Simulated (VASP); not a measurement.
A run of VASP 6.6.1:

Contents of INCAR:

```
SYSTEM = BN
PREC     = Accurate       ! precision mode
ENCUT    = 520            ! plane-wave cutoff, eV
EDIFF    = 1E-7           ! SCF threshold, eV
ISMEAR   = 0              ! smearing method
SIGMA    = 0.05           ! smearing width, eV
LREAL    = .False.        ! projectors in reciprocal space
LASPH    = .True.         ! aspherical terms in the spheres
NELM     = 80             ! most SCF steps
ALGO     = Normal         ! electronic algorithm
ISIF     = 2              ! what is computed and relaxed
LWAVE    = .False.        ! write WAVECAR
LCHARG   = .False.        ! write CHGCAR
GGA      = PS             ! functional
NBANDS   = 16             ! bands
```

File KPOINTS:

```
regular mesh
0
Gamma
  12 12 4
  0 0 0
```

The input POSCAR:

```
BN
1.0
    2.4413919117      0.0000000000      0.0000000000
   -1.2206959559      2.1143074161      0.0000000000
    0.0000000000      0.0000000000      6.4946700000
B N
2 2
Direct
    0.3333333333      0.6666666667      0.2500000000
    0.6666666667      0.3333333333      0.7500000000
    0.3333333333      0.6666666667      0.7500000000
    0.6666666667      0.3333333333      0.2500000000
```

Potentials or basis: VASP PAW PBE potentials, release 64 (B, N).

Command:

```sh
$ cat potpaw_PBE.64/B/POTCAR potpaw_PBE.64/N/POTCAR > POTCAR
$ mpirun -np 1 vasp_std > vasp.out
```

Hardware: 1 thread of AMD EPYC 7R43 64-Core Processor (Zen 3) (shared host).

Task: Estimate the wall time of this run.

Result: Run time: 17 s on 1 thread of AMD EPYC 7R43 64-Core Processor (Zen 3), with other jobs on the host, peak memory 0.12 GiB. Counts: scf iterations 13, k points 57.
